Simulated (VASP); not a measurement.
MgO (Periclase):

```
Mg O
1.0
     0.00000    2.13349    2.10217
     2.10217    0.00000    2.10217
     2.10217    2.13349    0.00000
Mg O
1 1
Cartesian
  0.0000 0.0000 0.0000
  2.1022 2.1335 2.1022
```

This cell differs from its parent crystal: uniaxial y strain +1.5%.

Base run:

- Program: VASP 6.6.1
- Functional: r2SCAN
- Potentials or basis: VASP PAW PBE potentials, release 64 (Mg, O)
- Cutoff: 520 eV
- k mesh: 10 × 10 × 10
- Occupations: gaussian, width 0.01 eV
- Spin: no spin polarisation

Its results: band gap on the k mesh 5.49 eV, direct; pressure -3.4 GPa.

**Question.** The run is repeated on the same cell with these changes: functional from r2SCAN to PBE; occupations from gaussian, width 0.01 eV to fermi-dirac, width 0.02 eV. What comes out?

**Answer.** Band gap on the k mesh 4.61 eV, direct; pressure 2.5 GPa.

Caveats: the PAW data sets were made with another functional, which shifts forces and pressure a little (some runs).

